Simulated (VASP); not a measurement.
# In (P6_3/mmc) in VASP: further runs

Runs on In. Level: PBE. Tasks: single point.

Everything below comes from runs of VASP 6.6.1. Logs are shortened: lines on timing, memory, paths and dates and some standing lists are left out, and cuts for length are marked.

### Step 1. The cell of the first run

The structure is hexagonal, space group P6_3/mmc (No. 194). Conventional cell: a = 2.528 Å, b = 2.528 Å, c = 4.194 Å, α = 90.00°, β = 90.00°, γ = 120.00°. Within 3.3 Å of In (site symmetry -6m2) lie 12 In at 2.53 to 2.55 Å.

This isn't the form of In at room conditions, which is tetragonal.

### Step 2. Single point, PBE

File INCAR:

```
PREC     = Accurate       # precision mode
ENCUT    = 520            # plane-wave cutoff, eV
EDIFF    = 1E-6           # SCF threshold, eV
ISMEAR   = -1             # smearing method
SIGMA    = 0.05           # smearing width, eV
LREAL    = F              # projectors in reciprocal space
LASPH    = T              # aspherical terms in the spheres
NELM     = 60             # most SCF steps
ALGO     = Normal         # electronic algorithm
ISIF     = 2              # what is computed and relaxed
LWAVE    = F              # write WAVECAR
LCHARG   = F              # write CHGCAR
GGA      = PE             # functional
NBANDS   = 20             # bands
```

File KPOINTS:

```
Automatic mesh
0
Gamma
  17 17 9
```

File POSCAR:

```
In
1.0
    2.5281346883      0.0000000000      0.0000000000
   -1.2640673442      2.1894288643      0.0000000000
    0.0000000000      0.0000000000      4.1938001839
In
2
Direct
    0.3333333333      0.6666666667      0.2500000000
    0.6666666667      0.3333333333      0.7500000000
```

Potentials or basis: VASP PAW PBE potentials, release 64 (In_d).

Started as:

```sh
$ cat potpaw_PBE.64/In_d/POTCAR > POTCAR
$ mpirun -np 1 vasp_std > vasp.out
```

OUTCAR:

```text
PREC = Accurate
   ENCUT = 520
   EDIFF = 1E-6
   ISMEAR = -1
   LREAL = F
   LASPH = T
   NELM = 60
   ISIF = 2
   GGA = PE

 ion  position               nearest neighbor table
   1  0.333  0.667  0.250-   2 2.55   2 2.55   2 2.55   2 2.55   2 2.55   2 2.55   2 3.59   2 3.59
                             2 3.59   2 3.59   2 3.59   2 3.59
   2  0.667  0.333  0.750-   1 2.55   1 2.55   1 2.55   1 2.55   1 2.55   1 2.55   1 3.59   1 3.59
                             1 3.59   1 3.59   1 3.59   1 3.59

  LATTYP: Found a hexagonal cell.
 ALAT       =     2.5281346883
 C/A-ratio  =     1.6588515649

  Lattice vectors:

 A1 = (   2.5281346883,   0.0000000000,   0.0000000000)
 A2 = (  -1.2640673442,   2.1894288643,   0.0000000000)
 A3 = (   0.0000000000,   0.0000000000,   4.1938001839)

Analysis of symmetry for initial positions (statically):
=====================================================================
 Subroutine PRICEL returns:
 Original cell was already a primitive cell.

 Routine SETGRP: Setting up the symmetry group for a
 hexagonal supercell.

 Subroutine GETGRP returns: Found 24 space group operations
 (whereof 12 operations were pure point group operations)
 out of a pool of 24 trial point group operations.

The static configuration has the point symmetry D_3d.
 The point group associated with its full space group is D_6h.

Analysis of symmetry for dynamics (positions and initial velocities):
=====================================================================
 Subroutine PRICEL returns:
 Original cell was already a primitive cell.

 Routine SETGRP: Setting up the symmetry group for a
 hexagonal supercell.

 Subroutine GETGRP returns: Found 24 space group operations
 (whereof 12 operations were pure point group operations)
 out of a pool of 24 trial point group operations.

The dynamic configuration has the point symmetry D_3d.
 The point group associated with its full space group is D_6h.

 Subroutine INISYM returns: Found 24 space group operations
 (whereof 12 operations are pure point group operations),
 and found     1 'primitive' translations

----------------------------------------------------------------------------------------

                                     Primitive cell

  volume of cell :      23.2134

  direct lattice vectors                    reciprocal lattice vectors
     2.528134688  0.000000000  0.000000000     0.395548546  0.228370060  0.000000000
    -1.264067344  2.189428864  0.000000000     0.000000000  0.456740119  0.000000000
     0.000000000  0.000000000  4.193800184     0.000000000  0.000000000  0.238447221

  length of vectors
     2.528134688  2.528134688  4.193800184     0.456740119  0.456740119  0.238447221

  position of ions in fractional coordinates (direct lattice)
     0.333333333  0.666666667  0.250000000
     0.666666667  0.333333333  0.750000000

  ion indices of the primitive-cell ions
   primitive index   ion index
                 1           1
                 2           2

----------------------------------------------------------------------------------------

 KPOINTS: Automatic mesh

Automatic generation of k-mesh.
 Grid dimensions read from file:
 generate k-points for:   17   17    9

 Generating k-lattice:

  Cartesian coordinates                     Fractional coordinates (reciprocal lattice)
     0.023267562  0.013433533  0.000000000     0.058823529  0.000000000  0.000000000
     0.000000000  0.026867066  0.000000000     0.000000000  0.058823529  0.000000000
     0.000000000  0.000000000  0.026494136     0.000000000  0.000000000  0.111111111

  Length of vectors
     0.026867066  0.026867066  0.026494136

  Shift w.r.t. Gamma in fractional coordinates (k-lattice)
     0.000000000  0.000000000  0.000000000

 Subroutine IBZKPT returns following result:
 ===========================================

 Found    165 irreducible k-points:

 Following reciprocal coordinates:
            Coordinates               Weight
  0.000000  0.000000  0.000000      1.000000
  0.058824 -0.000000  0.000000      6.000000
  0.117647  0.000000  0.000000      6.000000
  0.176471  0.000000  0.000000      6.000000
  0.235294  0.000000  0.000000      6.000000
  0.294118 -0.000000  0.000000      6.000000
[... 16 lines left out ...]
  0.411765  0.117647  0.000000     12.000000
  0.176471  0.176471  0.000000      6.000000
 [... further k-points ...]
   k-points           NKPTS =    165   k-points in BZ     NKDIM =    165   number of bands    NBANDS=     20
   number of dos      NEDOS =    301   number of ions     NIONS =      2
   total plane-waves  NPLWV =  12800
   dimension x,y,z NGX =    20 NGY =   20 NGZ =   32
   dimension x,y,z NGXF=    40 NGYF=   40 NGZF=   64
   ions per type =               2
   NGX,Y,Z   is equivalent  to a cutoff of  13.15, 13.15, 12.69 a.u.
   NGXF,Y,Z  is equivalent  to a cutoff of  26.30, 26.30, 25.37 a.u.
 SYSTEM =  unknown system
   PREC   = accura    normal or accurate (medium, high low for compatibility)
   ISTART =      0    job   : 0-new  1-cont  2-samecut
   ICHARG =      2    charge: 1-file 2-atom 10-const
   ISPIN  =      1    spin polarized calculation?
   LNONCOLLINEAR =      F non collinear calculations
   LSORBIT =      F    spin-orbit coupling
   LASPH  =      T    aspherical Exc in radial PAW
   ENCUT  =  520.0 eV  38.22 Ry    6.18 a.u.   4.70  4.70  7.80*2*pi/ulx,y,z
   NELM   =     60;   NELMIN=  2; NELMDL= -5     # of ELM steps
   EDIFF  = 0.1E-05   stopping-criterion for ELM
   LREAL  =      F    real-space projection
   EDIFFG = 0.1E-04   stopping-criterion for IOM
   NSW    =      0    number of steps for IOM
   IBRION =     -1    ionic relax: 0-MD 1-quasi-New 2-CG
   NFREE  =      0    steps in history (QN), initial steepest desc. (CG)
   ISIF   =      2    stress and relaxation
   ISYM   =      2    0-nonsym 1-usesym 2-fastsym
   POTIM  = 0.5000    time-step for ionic-motion
   TEBEG  =    0.0;   TEEND  =   0.0 temperature during run
   PSTRESS=    0.0 pullay stress
   NELECT =      26.0000    total number of electrons
   NUPDOWN=      -1.0000    fix difference up-down
   EMIN   =  10.00;   EMAX   =-10.00  energy-range for DOS
   EFERMI =   0.00;   METHOD = LEGACY
   ISMEAR =    -1;   SIGMA  =   0.05  broadening in eV -4-tet -1-fermi 0-gaus
   EFERMI_NEDOS =   21; number of points for ismear=-14 and -15
   IALGO  =     38    algorithm
   IMIX   =      4    mixing-type and parameters
     AMIX     =   0.40;   BMIX     =  1.00
     AMIX_MAG =   1.60;   BMIX_MAG =  1.00
  volume/ion in A,a.u.               =      11.61        78.33
  Fermi-wavevector in a.u.,A,eV,Ry     =   1.700147  3.212811 39.327616  2.890498
  Thomas-Fermi vector in A             =   2.780335
   LORBIT       =      0    0 simple, 1 ext, 2 COOP (PROOUT), +10 PAW based schemes
   GGA     = PE    functional components
   LHFCALC =     F    Hartree Fock is set to
   AEXX    =    0.0000 exact exchange contribution
   IVDW    =     0    specifies the selected vdW correction
   LEPSILON=     F    determine dielectric tensor
   LRPA    =     F    only Hartree local field effects (RPA)
 non-spin polarized calculation
  energy-cutoff  :      520.00
  volume of cell :       23.21
 maximum number of plane-waves:       646
 NGX is ok and might be reduce to    20
   NGX =  9   NGY =  9   NGZ = 15

 number of electron      26.0000011 magnetization

 Free energy of the ion-electron system (eV)
  ---------------------------------------------------
  ext. energy  EPLUGINS =         0.00000000
  ---------------------------------------------------
  free energy    TOTEN  =         6.70903111 eV

  energy without entropy =        6.71640464  energy(sigma->0) =        6.71271788

 E-fermi :  22.8439     XC(G=0): -14.7952

 val. band max:       22.8422937710   @ k =   0.2941   0.2941   0.4444
 cond. band min:      22.8590666797   @ k =   0.4706   0.0588   0.0000
 fundamental gap:      0.0167729087
 Fermi energy:        22.8438656608

 k-point     1 :       0.0000    0.0000    0.0000
  band No.  band energies     occupation
      1       2.9472      2.00000
      2       4.0317      2.00000
      3       4.2590      2.00000
      4       4.4536      2.00000
      5       4.4536      2.00000
      6       4.7029      2.00000
[... 12 lines left out ...]
     19      40.3311      0.00000
     20      40.3311      0.00000

 k-point     2 :       0.0588   -0.0000    0.0000
  band No.  band energies     occupation
      1       3.0065      2.00000
      2       4.1539      2.00000
      3       4.2197      2.00000
      4       4.4965      2.00000
      5       4.5180      2.00000
      6       4.6896      2.00000
[... 12 lines left out ...]
     19      39.5929      0.00000
     20      41.0879      0.00000

 k-point     3 :       0.1176    0.0000    0.0000
  band No.  band energies     occupation
      1       3.1547      2.00000
      2       4.1023      2.00000
      3       4.3891      2.00000
      4       4.5937      2.00000
      5       4.7053      2.00000
      6       4.8433      2.00000
[... 12 lines left out ...]
     19      37.5076      0.00000
     20      41.2255      0.00000

 k-point     4 :       0.1765    0.0000    0.0000
  band No.  band energies     occupation
      1       3.2762      2.00000
      2       4.0190      2.00000
      3       4.3642      2.00000
      4       4.6930      2.00000
      5       4.7503      2.00000
      6       4.9599      2.00000
[... 12 lines left out ...]
     19      37.8945      0.00000
     20      41.1138      0.00000

 k-point     5 :       0.2353    0.0000    0.0000
  band No.  band energies     occupation
      1       3.2230      2.00000
      2       3.9340      2.00000
      3       4.2982      2.00000
      4       4.4299      2.00000
      5       4.8165      2.00000
      6       4.9735      2.00000
[... 12 lines left out ...]
     19      37.1695      0.00000
     20      40.6552      0.00000

 k-point     6 :       0.2941   -0.0000    0.0000
  band No.  band energies     occupation
      1       3.0495      2.00000
      2       3.7702      2.00000
      3       3.8964      2.00000
      4       4.6509      2.00000
      5       4.6789      2.00000
      6       5.1797      2.00000
[... 12 lines left out ...]
     19      36.1036      0.00000
     20      39.7883      0.00000

 k-point     7 :       0.3529    0.0000    0.0000
  band No.  band energies     occupation
      1       2.8636      2.00000
      2       3.5562      2.00000
      3       3.6002      2.00000
      4       4.5624      2.00000
      5       4.8636      2.00000
      6       5.0298      2.00000
[... 12 lines left out ...]
     19      35.9029      0.00000
     20      38.2958      0.00000
[... 277 lines left out ...]
 k-point    20 :       0.2353    0.1176    0.0000
  band No.  band energies     occupation
      1       3.2964      2.00000
      2       3.8334      2.00000
      3       3.8569      2.00000
      4       4.5108      2.00000
      5       4.6315      2.00000
      6       5.1381      2.00000
[... 12 lines left out ...]
     19      36.3607      0.00000
     20      38.8265      0.00000

 k-point    21 :       0.2941    0.1176    0.0000
  band No.  band energies     occupation
      1       3.1140      2.00000
      2       3.5420      2.00000
      3       3.7646      2.00000
      4       4.4408      2.00000
      5       4.8227      2.00000
      6       5.0590      2.00000
[... 12 lines left out ...]
     19      35.5409      0.00000
     20      38.7209      0.00000

 k-point    22 :       0.3529    0.1176    0.0000
  band No.  band energies     occupation
      1       2.9732      2.00000
      2       3.3191      2.00000
      3       3.6779      2.00000
      4       4.4071      2.00000
      5       4.9223      2.00000
      6       5.0023      2.00000
[... 12 lines left out ...]
     19      34.8555      0.00000
     20      38.6672      0.00000

 k-point    23 :       0.4118    0.1176    0.0000
  band No.  band energies     occupation
      1       2.8977      2.00000
      2       3.2041      2.00000
      3       3.6250      2.00000
      4       4.3985      2.00000
      5       4.8413      2.00000
      6       5.1007      2.00000
[... 12 lines left out ...]
     19      34.4754      0.00000
     20      38.6422      0.00000

 k-point    24 :       0.1765    0.1765    0.0000
  band No.  band energies     occupation
      1       3.6076      2.00000
      2       3.6633      2.00000
      3       3.9253      2.00000
      4       4.4682      2.00000
      5       4.7173      2.00000
      6       5.0431      2.00000
[... 12 lines left out ...]
     19      34.7199      0.00000
     20      39.8792      0.00000

 [... further k-points ...]

------------------------ aborting loop because EDIFF is reached ----------------------------------------

  FORCE on cell =-STRESS in cart. coord.  units (eV):
  Direction    XX          YY          ZZ          XY          YZ          ZX
  --------------------------------------------------------------------------------------
  -------------------------------------------------------------------------------------
  Total       40.7512987     40.7512987     40.7732758     -0.0000000     -0.0000000      0.0000000
  in kB     2812.6342104   2812.6342105   2814.1510597     -0.0000001     -0.0000000      0.0000000
  external PRESSURE =    2813.1398268 kB  Pullay stress =       0.0000000 kB

 VOLUME and BASIS-vectors are now :
 -----------------------------------------------------------------------------
  energy-cutoff  :      520.00
  volume of cell :       23.21
      direct lattice vectors                 reciprocal lattice vectors
     2.528134688  0.000000000  0.000000000     0.395548546  0.228370060  0.000000000
    -1.264067344  2.189428864  0.000000000     0.000000000  0.456740119  0.000000000
     0.000000000  0.000000000  4.193800184     0.000000000  0.000000000  0.238447221

 POSITION                                       TOTAL-FORCE (eV/Angst)
 -----------------------------------------------------------------------------------
     -0.00000      1.45962      1.04845         0.000000     -0.000000      0.000000
      1.26407      0.72981      3.14535        -0.000000      0.000000      0.000000
 -----------------------------------------------------------------------------------
    total drift:                               -0.000000      0.000000     -0.000000

  FREE ENERGIE OF THE ION-ELECTRON SYSTEM (eV)
  ---------------------------------------------------
  free  energy   TOTEN  =         6.7090311074 eV

  energy  without entropy=        6.7164046445  energy(sigma->0) =        6.71271788
```

Run time: 1.7 min. Hardware: 1 thread of Intel Xeon 8259CL, shared host; peak memory 0.18 GiB.

Results:

- Free energy: 6.7090 eV
- Pressure: 281.3 GPa
- Band gap on the k mesh: zero (bands 13 and 14 overlap by 8.08 eV)

Levels at points of the mesh, in eV from the Fermi level:
| k point | band 10 | band 11 | band 12 | band 13 | band 14 | band 15 | band 16 | band 17 |
| --- | --- | --- | --- | --- | --- | --- | --- | --- |
| (0.00, 0.00, 0.00) | -16.45 | -16.45 | -9.51 | -4.96 | 10.17 | 11.98 | 12.67 | 14.74 |

Caveat: the cell stands under pressure; spin-orbit coupling is left out, which moves the levels of the heavy elements.

### Step 3. Single point, PBE

File INCAR:

```
  PREC = Accurate
  ENCUT = 520
  EDIFF = 1E-6
  ISMEAR = -1
  SIGMA = 0.05
  LREAL = False
  LASPH = True
  NELM = 60
  ALGO = Normal
  ISIF = 2
  LWAVE = False
  LCHARG = True
  GGA = PE
  LELF = True
  LVHAR = True
  NBANDS = 20
```

KPOINTS is that of step 2.

File POSCAR:

```
In
1.0
    2.5277550045      0.0000000000      0.0000000000
   -1.2638775023      2.1891000484      0.0000000000
    0.0000000000      0.0000000000      4.1937696723
In
2
Direct
    0.3333333333      0.6666666667      0.2500000000
    0.6666666667      0.3333333333      0.7500000000
```

Potentials or basis: VASP PAW PBE potentials, release 64 (In_d).

Started as:

```sh
$ cat potpaw_PBE.64/In_d/POTCAR > POTCAR
$ mpirun -np 1 vasp_std > vasp.out
```

It took 82 s on 1 thread of Intel Xeon 8259CL, shared host; peak memory 0.18 GiB.

It converged, with:

* Free energy: 6.7215 eV
* Pressure: 281.6 GPa
* Band gap on the k mesh: zero (bands 13 and 14 overlap by 8.07 eV)

Stress tensor (GPa, compression positive):
```
281.61   0.00   0.00
  0.00 281.61   0.00
  0.00   0.00 281.70
```

Levels at points of the mesh, in eV from the Fermi level:
| k point | band 9 | band 10 | band 11 | band 12 | band 13 | band 14 | band 15 | band 16 | band 17 | band 18 |
| --- | --- | --- | --- | --- | --- | --- | --- | --- | --- | --- |
| (0.00, 0.00, 0.00) | -17.63 | -16.45 | -16.45 | -9.51 | -4.96 | 10.17 | 11.97 | 12.67 | 14.75 | 14.75 |

Caveat: the cell stands under pressure; spin-orbit coupling is left out, which moves the levels of the heavy elements.
